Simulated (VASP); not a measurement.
Set up this calculation in VASP 6.6.1, as the native input.

```
Task                   : single point
Functional             : PBE
Potentials or basis    : VASP PAW PBE potentials, release 64 (Os, I)
Cutoff                 : 520 eV
k mesh                 : 6 × 6 × 6
Occupations            : gaussian, width 0.05 eV
Spin                   : collinear spin
Starting moments       : [2.84, 0.18, 0.18, 0.18] μB
Hubbard terms          : Os d U = 2.0 eV
Dipole correction      : no
Further INCAR settings : ALGO = Normal; EDIFF = 1e-06; NBANDS = 26
```

The structure of OsI3 lies in POSCAR:

```
OsI3
1.0
    5.7157679819      0.0000000000      0.0000000000
    0.0000000000      5.7157679819      0.0000000000
    0.0000000000      0.0000000000      5.7157679819
Os I
1 3
Direct
    0.0000000000      0.0000000000      0.0000000000
    0.5000000000      0.0000000000      0.0000000000
    0.0000000000      0.0000000000      0.5000000000
    0.0000000000      0.5000000000      0.0000000000
```

One way to write it, as run:

INCAR

```
SYSTEM = OsI3
PREC = Accurate
ENCUT = 520
EDIFF = 1E-6
ISMEAR = 0
SIGMA = 0.05
LREAL = .FALSE.
LASPH = .TRUE.
NELM = 150
ALGO = Normal
ISIF = 2
LWAVE = .FALSE.
LCHARG = .FALSE.
ISPIN = 2
MAGMOM = 2.84 0.18 0.18 0.18
LORBIT = 11
LMAXMIX = 4
LDAU = .TRUE.
LDAUTYPE = 2
LDAUL = 2 -1
LDAUU = 2 0
LDAUJ = 0 0
LDAUPRINT = 1
GGA = PE
NBANDS = 26
```

KPOINTS

```
Automatic mesh
0
G
  6 6 6
  0 0 0
```

Potentials or basis: VASP PAW PBE potentials, release 64 (Os, I).

Run with:

```console
$ cat potpaw_PBE.64/Os/POTCAR potpaw_PBE.64/I/POTCAR > POTCAR
$ mpirun -np 1 vasp_std > vasp.out
```

Results of the run:

```json
{
  "Pressure": "-1.1 GPa",
  "Net moment": "3.76 μB per cell",
  "Site moments": "Os +3.09; I +0.16 μB",
  "Valence electrons inside the program's atomic spheres": "Os 6.72; I 4.25"
}
```

It took 4.8 min on 1 thread of Intel(R) Xeon(R) Platinum 8259CL CPU @ 2.50GHz (Skylake/Cascade Lake) (shared host), peak memory 0.48 GiB.
